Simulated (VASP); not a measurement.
# MgSi2N2 (P6/mmm) in VASP: notebook

MgSi2N2 is run at these levels: PBE; tasks: single point, relaxation of cell and atoms.

All numbers are computed with VASP 6.6.1; they aren't measurements. Logs are shortened: lines on timing, memory, paths and dates and some standing lists are left out, and cuts for length are marked.

### Step 1. The cell of the first run

The structure is hexagonal, space group P6/mmm (No. 191). Conventional cell: a = 4.311 Å, b = 4.311 Å, c = 3.651 Å, α = 90.00°, β = 90.00°, γ = 120.00°. Mg (site symmetry 6/mmm) has 6 N at 2.49 Å and 12 Si at 3.09 Å within 3.3 Å. Within 2.4 Å of Si (site symmetry -6m2) lie 2 N at 1.83 Å. Within 2.4 Å of N (site symmetry -6m2) lie 2 Si at 1.83 Å.

### Step 2. Single point, PBE

File INCAR:

```
SYSTEM = MgSi2N2
PREC = Accurate
ENCUT = 520
EDIFF = 1E-6
ISMEAR = 0
SIGMA = 0.1
LREAL = .False.
LASPH = .True.
NELM = 80
ALGO = Normal
ISIF = 2
LWAVE = .False.
LCHARG = .True.
GGA = PE
LELF = .True.
LVHAR = .True.
NBANDS = 18
```

File KPOINTS:

```
regular mesh
0
Gamma
  6 6 4
  0 0 0
```

File POSCAR:

```
MgSi2N2
1.0
    4.3112343680      0.0000000000      0.0000000000
   -2.1556171840      3.7336384844      0.0000000000
    0.0000000000      0.0000000000      3.6508700920
Mg Si N
1 2 2
Direct
    0.0000000000      0.0000000000      0.0000000000
    0.3333333333      0.6666666667      0.5000000000
    0.6666666667      0.3333333333      0.5000000000
    0.3333333333      0.6666666667      0.0000000000
    0.6666666667      0.3333333333      0.0000000000
```

Potentials or basis: VASP PAW PBE potentials, release 64 (Mg, Si, N).

The run is started by

```sh
> cat potpaw_PBE.64/Mg/POTCAR potpaw_PBE.64/Si/POTCAR potpaw_PBE.64/N/POTCAR > POTCAR
> mpirun -np 1 vasp_std > vasp.out
```

OUTCAR:

```text
SYSTEM = MgSi2N2
   PREC = Accurate
   ENCUT = 520
   EDIFF = 1E-6
   ISMEAR = 0
   LREAL = .False.
   LASPH = .True.
   NELM = 80
   ISIF = 2
   GGA = PE

 ion  position               nearest neighbor table
   1  0.000  0.000  0.000-   4 2.49   5 2.49   5 2.49   4 2.49   5 2.49   4 2.49   2 3.09   3 3.09
                             2 3.09   3 3.09   3 3.09   2 3.09   3 3.09   2 3.09   3 3.09   2 3.09
   2  0.333  0.667  0.500-   4 1.83   4 1.83   3 2.49   3 2.49   3 2.49   1 3.09   1 3.09   1 3.09
                             1 3.09   1 3.09   1 3.09
   3  0.667  0.333  0.500-   5 1.83   5 1.83   2 2.49   2 2.49   2 2.49   1 3.09   1 3.09   1 3.09
                             1 3.09   1 3.09   1 3.09
   4  0.333  0.667  0.000-   2 1.83   2 1.83   1 2.49   1 2.49   1 2.49
   5  0.667  0.333  0.000-   3 1.83   3 1.83   1 2.49   1 2.49   1 2.49

  LATTYP: Found a hexagonal cell.
 ALAT       =     4.3112343680
 C/A-ratio  =     0.8468270988

  Lattice vectors:

 A1 = (   4.3112343680,   0.0000000000,   0.0000000000)
 A2 = (  -2.1556171840,   3.7336384844,   0.0000000000)
 A3 = (   0.0000000000,   0.0000000000,   3.6508700920)

Analysis of symmetry for initial positions (statically):
=====================================================================
 Subroutine PRICEL returns:
 Original cell was already a primitive cell.

 Routine SETGRP: Setting up the symmetry group for a
 hexagonal supercell.

 Subroutine GETGRP returns: Found 24 space group operations
 (whereof 24 operations were pure point group operations)
 out of a pool of 24 trial point group operations.

The static configuration has the point symmetry D_6h.

Analysis of symmetry for dynamics (positions and initial velocities):
=====================================================================
 Subroutine PRICEL returns:
 Original cell was already a primitive cell.

 Routine SETGRP: Setting up the symmetry group for a
 hexagonal supercell.

 Subroutine GETGRP returns: Found 24 space group operations
 (whereof 24 operations were pure point group operations)
 out of a pool of 24 trial point group operations.

The dynamic configuration has the point symmetry D_6h.

 Subroutine INISYM returns: Found 24 space group operations
 (whereof 24 operations are pure point group operations),
 and found     1 'primitive' translations

----------------------------------------------------------------------------------------

                                     Primitive cell

  volume of cell :      58.7666

  direct lattice vectors                    reciprocal lattice vectors
     4.311234368  0.000000000  0.000000000     0.231952131  0.133917625  0.000000000
    -2.155617184  3.733638484  0.000000000     0.000000000  0.267835251  0.000000000
     0.000000000  0.000000000  3.650870092     0.000000000  0.000000000  0.273907308

  length of vectors
     4.311234368  4.311234368  3.650870092     0.267835251  0.267835251  0.273907308

  position of ions in fractional coordinates (direct lattice)
     0.000000000  0.000000000  0.000000000
     0.333333333  0.666666667  0.500000000
     0.666666667  0.333333333  0.500000000
     0.333333333  0.666666667  0.000000000
     0.666666667  0.333333333  0.000000000

  ion indices of the primitive-cell ions
   primitive index   ion index
                 1           1
                 2           2
                 3           3
                 4           4
                 5           5

----------------------------------------------------------------------------------------

 KPOINTS: regular mesh

Automatic generation of k-mesh.
 Grid dimensions read from file:
 generate k-points for:    6    6    4

 Generating k-lattice:

  Cartesian coordinates                     Fractional coordinates (reciprocal lattice)
     0.038658689  0.022319604  0.000000000     0.166666667  0.000000000  0.000000000
     0.000000000  0.044639208  0.000000000     0.000000000  0.166666667  0.000000000
     0.000000000  0.000000000  0.068476827     0.000000000  0.000000000  0.250000000

  Length of vectors
     0.044639208  0.044639208  0.068476827

  Shift w.r.t. Gamma in fractional coordinates (k-lattice)
     0.000000000  0.000000000  0.000000000

 Subroutine IBZKPT returns following result:
 ===========================================

 Found     21 irreducible k-points:

 Following reciprocal coordinates:
            Coordinates               Weight
  0.000000  0.000000  0.000000      1.000000
  0.166667  0.000000  0.000000      6.000000
  0.333333  0.000000  0.000000      6.000000
  0.500000  0.000000  0.000000      3.000000
  0.166667  0.166667  0.000000      6.000000
  0.333333  0.166667  0.000000     12.000000
[... 13 lines left out ...]
  0.333333  0.166667  0.500000     12.000000
  0.333333  0.333333  0.500000      2.000000
   k-points           NKPTS =     21   k-points in BZ     NKDIM =     21   number of bands    NBANDS=     18
   number of dos      NEDOS =    301   number of ions     NIONS =      5
   total plane-waves  NPLWV =  28672
   dimension x,y,z NGX =    32 NGY =   32 NGZ =   28
   dimension x,y,z NGXF=    64 NGYF=   64 NGZF=   56
   ions per type =               1   2   2
   NGX,Y,Z   is equivalent  to a cutoff of  12.34, 12.34, 12.75 a.u.
   NGXF,Y,Z  is equivalent  to a cutoff of  24.68, 24.68, 25.50 a.u.
 SYSTEM =  MgSi2N2
   PREC   = accura    normal or accurate (medium, high low for compatibility)
   ISTART =      0    job   : 0-new  1-cont  2-samecut
   ICHARG =      2    charge: 1-file 2-atom 10-const
   ISPIN  =      1    spin polarized calculation?
   LNONCOLLINEAR =      F non collinear calculations
   LSORBIT =      F    spin-orbit coupling
   LASPH  =      T    aspherical Exc in radial PAW
   ENCUT  =  520.0 eV  38.22 Ry    6.18 a.u.   8.02  8.02  6.79*2*pi/ulx,y,z
   NELM   =     80;   NELMIN=  2; NELMDL= -5     # of ELM steps
   EDIFF  = 0.1E-05   stopping-criterion for ELM
   LREAL  =      F    real-space projection
   EDIFFG = 0.1E-04   stopping-criterion for IOM
   NSW    =      0    number of steps for IOM
   IBRION =     -1    ionic relax: 0-MD 1-quasi-New 2-CG
   NFREE  =      0    steps in history (QN), initial steepest desc. (CG)
   ISIF   =      2    stress and relaxation
   ISYM   =      2    0-nonsym 1-usesym 2-fastsym
   POTIM  = 0.5000    time-step for ionic-motion
   TEBEG  =    0.0;   TEEND  =   0.0 temperature during run
   PSTRESS=    0.0 pullay stress
   NELECT =      20.0000    total number of electrons
   NUPDOWN=      -1.0000    fix difference up-down
   EMIN   =  10.00;   EMAX   =-10.00  energy-range for DOS
   EFERMI =   0.00;   METHOD = LEGACY
   ISMEAR =     0;   SIGMA  =   0.10  broadening in eV -4-tet -1-fermi 0-gaus
   EFERMI_NEDOS =   21; number of points for ismear=-14 and -15
   IALGO  =     38    algorithm
   IMIX   =      4    mixing-type and parameters
     AMIX     =   0.40;   BMIX     =  1.00
     AMIX_MAG =   1.60;   BMIX_MAG =  1.00
  volume/ion in A,a.u.               =      11.75        79.32
  Fermi-wavevector in a.u.,A,eV,Ry     =   1.142987  2.159933 17.774923  1.306420
  Thomas-Fermi vector in A             =   2.279684
   LORBIT       =      0    0 simple, 1 ext, 2 COOP (PROOUT), +10 PAW based schemes
   GGA     = PE    functional components
   LHFCALC =     F    Hartree Fock is set to
   AEXX    =    0.0000 exact exchange contribution
   IVDW    =     0    specifies the selected vdW correction
   LEPSILON=     F    determine dielectric tensor
   LRPA    =     F    only Hartree local field effects (RPA)
 non-spin polarized calculation
 Gauss-broadening in eV      SIGMA  =   0.10
  energy-cutoff  :      520.00
  volume of cell :       58.77
 maximum number of plane-waves:      1596
   NGX = 17   NGY = 17   NGZ = 13

 number of electron      19.9999996 magnetization

 Free energy of the ion-electron system (eV)
  ---------------------------------------------------
  ext. energy  EPLUGINS =         0.00000000
  ---------------------------------------------------
  free energy    TOTEN  =       -27.21364190 eV

  energy without entropy =      -27.19825326  energy(sigma->0) =      -27.20594758

 E-fermi :   6.8295     XC(G=0): -10.9273

 val. band max:        6.8038939549   @ k =   0.3333   0.3333   0.0000
 cond. band min:       6.8319739503   @ k =   0.5000   0.0000   0.2500
 fundamental gap:      0.0280799955
 Fermi energy:         6.8295363614

 k-point     1 :       0.0000    0.0000    0.0000
  band No.  band energies     occupation
      1      -9.8650      2.00000
      2      -6.4859      2.00000
      3       0.0332      2.00000
      4       0.6990      2.00000
      5       1.6213      2.00000
      6       1.6213      2.00000
[... 10 lines left out ...]
     17      15.6124      0.00000
     18      15.6124      0.00000

 k-point     2 :       0.1667    0.0000    0.0000
  band No.  band energies     occupation
      1      -9.7018      2.00000
      2      -6.7581      2.00000
      3       0.1591      2.00000
      4       0.7636      2.00000
      5       1.3051      2.00000
      6       1.6049      2.00000
[... 10 lines left out ...]
     17      14.8913      0.00000
     18      15.7764      0.00000

 k-point     3 :       0.3333    0.0000    0.0000
  band No.  band energies     occupation
      1      -9.2616      2.00000
      2      -7.3981      2.00000
      3       0.4939      2.00000
      4       0.6143      2.00000
      5       0.8527      2.00000
      6       1.8534      2.00000
[... 10 lines left out ...]
     17      14.8702      0.00000
     18      16.5533      0.00000

 k-point     4 :       0.5000    0.0000    0.0000
  band No.  band energies     occupation
      1      -8.8778      2.00000
      2      -7.8742      2.00000
      3       0.4552      2.00000
      4       0.6739      2.00000
      5       0.7759      2.00000
      6       1.5551      2.00000
[... 312 lines left out ...]
      4      -0.7055      2.00000
      5       2.2116      2.00000
      6       3.3293      2.00000
[... 10 lines left out ...]
     17      15.2468      0.00000
     18      16.8344      0.00000

 k-point    20 :       0.3333    0.1667    0.5000
  band No.  band energies     occupation
      1      -8.0891      2.00000
      2      -7.1933      2.00000
      3      -3.2856      2.00000
      4      -1.7593      2.00000
      5       1.7380      2.00000
      6       3.0363      2.00000
[... 10 lines left out ...]
     17      16.2069      0.00000
     18      16.4117      0.00000

 k-point    21 :       0.3333    0.3333    0.5000
  band No.  band energies     occupation
      1      -7.6547      2.00000
      2      -7.6547      2.00000
      3      -2.5442      2.00000
      4      -2.5442      2.00000
      5       1.4088      2.00000
      6       2.4882      2.00000
[... 10 lines left out ...]
     17      15.5383      0.00000
     18      17.0957      0.00000

------------------------ aborting loop because EDIFF is reached ----------------------------------------

  FORCE on cell =-STRESS in cart. coord.  units (eV):
  Direction    XX          YY          ZZ          XY          YZ          ZX
  --------------------------------------------------------------------------------------
  -------------------------------------------------------------------------------------
  Total       -0.1349705     -0.1349705     -0.0161029      0.0000000     -0.0000000     -0.0000000
  in kB       -3.6797571     -3.6797571     -0.4390201      0.0000000     -0.0000000     -0.0000000
  external PRESSURE =      -2.5995114 kB  Pullay stress =       0.0000000 kB

 VOLUME and BASIS-vectors are now :
 -----------------------------------------------------------------------------
  energy-cutoff  :      520.00
  volume of cell :       58.77
      direct lattice vectors                 reciprocal lattice vectors
     4.311234368  0.000000000  0.000000000     0.231952131  0.133917625  0.000000000
    -2.155617184  3.733638484  0.000000000     0.000000000  0.267835251  0.000000000
     0.000000000  0.000000000  3.650870092     0.000000000  0.000000000  0.273907308

 POSITION                                       TOTAL-FORCE (eV/Angst)
 -----------------------------------------------------------------------------------
      0.00000      0.00000      0.00000         0.000000     -0.000000      0.000000
     -0.00000      2.48909      1.82544        -0.000000      0.000000      0.000000
      2.15562      1.24455      1.82544         0.000000     -0.000000     -0.000000
     -0.00000      2.48909      0.00000        -0.000000     -0.000000     -0.000000
      2.15562      1.24455      0.00000         0.000000      0.000000      0.000000
 -----------------------------------------------------------------------------------
    total drift:                               -0.000000      0.000000     -0.000000

  FREE ENERGIE OF THE ION-ELECTRON SYSTEM (eV)
  ---------------------------------------------------
  free  energy   TOTEN  =       -27.2136418985 eV

  energy  without entropy=      -27.1982532628  energy(sigma->0) =      -27.20594758
```

Wall time 16 s (1 thread of Intel Xeon Platinum 8488C (Sapphire Rapids), shared host); peak memory 0.17 GiB.

What came out:

- Free energy: -27.2136 eV
- Pressure: -0.3 GPa
- Band gap on the k mesh: zero (band 10 reaches 9.09 eV, above the bottom of band 11 at 6.46 eV)

Stress tensor (GPa, compression positive):
```
-0.37  0.00  0.00
 0.00 -0.37  0.00
 0.00  0.00 -0.04
```

Levels at points of the mesh, in eV from the Fermi level:
```
           k point  band 6  band 7  band 8  band 9  band 10  band 11  band 12  band 13  band 14  band 15
(0.00, 0.00, 0.00)   -5.21   -4.37   -2.31   -2.31     2.26     2.26     2.47     3.62     4.38     4.38
(0.50, 0.00, 0.00)   -5.27   -4.70   -1.54   -0.63    -0.17     1.33     1.51     5.82     6.83     7.04
(0.00, 0.00, 0.50)   -3.84   -1.43   -1.43   -1.20    -1.20    -0.24     1.68     1.68     3.28     6.05
(0.50, 0.00, 0.50)   -4.12   -2.68   -2.63   -0.82     0.19     0.50     3.44     5.39     7.20     7.85
```

Caveat: the k points lie up to 0.43 Å⁻¹ apart.

### Step 3. Single point, PBE

This run uses another cell than the first one, of 12.52 Å³/atom, 1.065 times its volume.

File INCAR:

```
PREC = Accurate ; ENCUT = 520
EDIFF = 1E-6 ; ISMEAR = 0
SIGMA = 0.1 ; LREAL = F
LASPH = T ; NELM = 80
ALGO = Normal ; ISIF = 2
LWAVE = F ; LCHARG = F
GGA = PE ; NBANDS = 18
```

File KPOINTS:

```
regular mesh
0
Gamma
  6 6 6
```

Edit POSCAR of step 2 so:

```diff
@@ -2,5 +2,5 @@
 1.0
-    4.3112343680      0.0000000000      0.0000000000
-   -2.1556171840      3.7336384844      0.0000000000
-    0.0000000000      0.0000000000      3.6508700920
+    4.5939553246      0.0000000000      0.0000000000
+   -2.2969776623      3.9784820149      0.0000000000
+    0.0000000000      0.0000000000      3.4243822813
 Mg Si N
```

Potentials or basis: VASP PAW PBE potentials, release 64 (Mg, Si, N).

The run is started by

```sh
> cat potpaw_PBE.64/Mg/POTCAR potpaw_PBE.64/Si/POTCAR potpaw_PBE.64/N/POTCAR > POTCAR
> mpirun -np 1 vasp_std > vasp.out
```

Wall time 28 s (1 thread of Intel Xeon Platinum 8488C (Sapphire Rapids), shared host); peak memory 0.18 GiB.

Results (log left out):

```
Free energy            : -27.4342 eV
Pressure               : -0.2 GPa
Band gap on the k mesh : zero (band 10 reaches 8.31 eV, above the bottom of band 11 at 5.89 eV)
```

Levels at points of the mesh, in eV from the Fermi level:
| k point | band 8 | band 9 | band 10 | band 11 | band 12 | band 13 |
| --- | --- | --- | --- | --- | --- | --- |
| (0.00, 0.00, 0.00) | -3.00 | -3.00 | 1.49 | 3.24 | 3.24 | 3.39 |
| (0.50, 0.00, 0.00) | -1.19 | -0.96 | -0.60 | 0.69 | 2.61 | 5.59 |
| (0.00, 0.00, 0.50) | -1.63 | -1.46 | -1.46 | -0.40 | 1.34 | 1.34 |
| (0.50, 0.00, 0.50) | -2.55 | -1.49 | -0.58 | 0.37 | 3.31 | 4.56 |

### Step 4. Relaxation of cell and atoms, PBE

This run uses another cell than the first one, of 15.58 Å³/atom, 1.326 times its volume.

File INCAR:

```
SYSTEM = MgSi2N2
PREC     = Accurate       ! precision mode
ENCUT    = 600            ! plane-wave cutoff, eV
EDIFF    = 1E-7           ! SCF threshold, eV
ISMEAR   = 0              ! smearing method
SIGMA    = 0.1            ! smearing width, eV
LREAL    = .False.        ! projectors in reciprocal space
LASPH    = .True.         ! aspherical terms in the spheres
NELM     = 60             ! most SCF steps
ALGO     = Normal         ! electronic algorithm
ISIF     = 3              ! what is computed and relaxed
LWAVE    = .False.        ! write WAVECAR
LCHARG   = .False.        ! write CHGCAR
GGA      = PE             ! functional
IBRION   = 2              ! ionic algorithm
NSW      = 90             ! ionic steps
EDIFFG   = -0.04          ! ionic threshold
```

File KPOINTS:

```
Automatic mesh
0
Gamma
  6 6 4
  0 0 0
```

File POSCAR:

```
MgSi2N2
1.0
    4.2950488600      0.0000000000      0.0000000000
   -2.1475244300      3.7196214300      0.0000000000
    0.0000000000      0.0000000000      4.8765406700
Mg Si N
1 2 2
Direct
    0.0000000000      0.0000000000      0.0000000000
    0.3333333300      0.6666666700      0.5000000000
    0.6666666700      0.3333333300      0.5000000000
    0.3333333300      0.6666666700      0.0000000000
    0.6666666700      0.3333333300      0.0000000000
```

The run is started by

```sh
> cat potpaw_PBE.64/Mg/POTCAR potpaw_PBE.64/Si/POTCAR potpaw_PBE.64/N/POTCAR > POTCAR
> mpirun -np 1 vasp_std > vasp.out
```

Run time: 3 min. Hardware: 1 thread of Intel Xeon Platinum 8488C (Sapphire Rapids), shared host; peak memory 0.25 GiB.

It converged, with:

| Property | Result |
| --- | --- |
| Free energy | -27.2311 eV |
| Relaxed volume | 11.69 Å³/atom |
| Relaxed cell | a = 4.295 Å, b = 4.295 Å, c = 3.659 Å, α = 90.00°, β = 90.00°, γ = 120.00° |
| Space group after relaxing (to 0.05 Å) | P6/mmm (No. 191) |
| Energy gained by relaxing | 537.8 meV/atom |
| Ionic steps | 12 |
| Pressure after relaxing | 0.1 GPa |
| Band gap on the k mesh | zero (band 10 reaches 9.09 eV, above the bottom of band 11 at 6.53 eV) |

The path:
```csv
step,energy change (eV),largest force (eV/Å),pressure (GPa),volume (Å³)
1,0.0000,0.0000,-19.26,77.91
2,-1.8790,0.0000,-0.17,58.56
3,-1.9120,0.0000,4.11,56.76
4,-2.4527,0.0000,9.51,54.05
5,-2.4027,0.0000,17.64,52.58
6,-2.4742,0.0000,11.95,53.54
7,-2.6669,0.0000,-3.89,59.92
8,-2.6809,0.0000,-1.08,58.46
9,-2.6809,0.0000,-0.87,58.36
10,-2.6879,0.0000,0.52,58.11
11,-2.6880,0.0000,0.72,58.07
12,-2.6892,0.0000,0.08,58.45
```

Final structure:
```
Mg Si N
1.0
     4.29459    0.00000    0.00000
    -2.14730    3.71923    0.00000
     0.00000    0.00000    3.65949
Mg Si N
1 2 2
Direct
  0.00000 0.00000 0.00000
  0.33333 0.66667 0.50000
  0.66667 0.33333 0.50000
  0.33333 0.66667 0.00000
  0.66667 0.33333 0.00000
```

Levels at points of the mesh, in eV from the Fermi level:
| k point | band 8 | band 9 | band 10 | band 11 | band 12 | band 13 |
| --- | --- | --- | --- | --- | --- | --- |
| (0.00, 0.00, 0.00) | -2.27 | -2.27 | 2.22 | 2.22 | 2.55 | 3.68 |
| (0.50, 0.00, 0.00) | -1.57 | -0.60 | -0.12 | 1.36 | 1.47 | 5.79 |
| (0.00, 0.00, 0.50) | -1.42 | -1.18 | -1.18 | -0.24 | 1.71 | 1.71 |
| (0.50, 0.00, 0.50) | -2.61 | -0.78 | 0.24 | 0.51 | 3.46 | 5.45 |

Caveat: the volume moved by over 15 % at a fixed basis, so the end points are rough.

(Continued in part 2 of 2.)
